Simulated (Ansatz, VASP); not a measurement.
Mg: VASP beside Ansatz

```
Mg
1.0
     0.00000    3.37825    3.37825
     3.37825    0.00000    3.37825
     3.37825    3.37825    0.00000
Mg
2
Cartesian
  0.8446 0.8446 0.8446
  5.9119 5.9119 5.9119
```

Alike in both runs: task single point; functional revPBE; k mesh 9 × 9 × 9; occupations fermi-dirac, width 0.1 eV; no spin polarisation.

|  | VASP | Ansatz |
| --- | --- | --- |
| version | VASP 6.6.1 | Ansatz 0.2.0 |
| potentials or method | VASP PAW PBE potentials, release 64 (Mg), cutoff 520 eV | plane waves (420 eV) with PAW, scalar-relativistic |
| valence electrons in the cell | 4 | 20 |

|  | VASP | Ansatz | Ansatz less VASP |
| --- | --- | --- | --- |
| pressure (GPa) | 1.0 | 1.0 | +0.04 |

VASP's potentials were made for PBE, not for revPBE. With one functional, cell and mesh, what is left measures potentials, basis and numerics. VASP's potentials hold 4 valence electrons a cell and Ansatz's 20, so a difference there can come from the potentials and not from the codes.
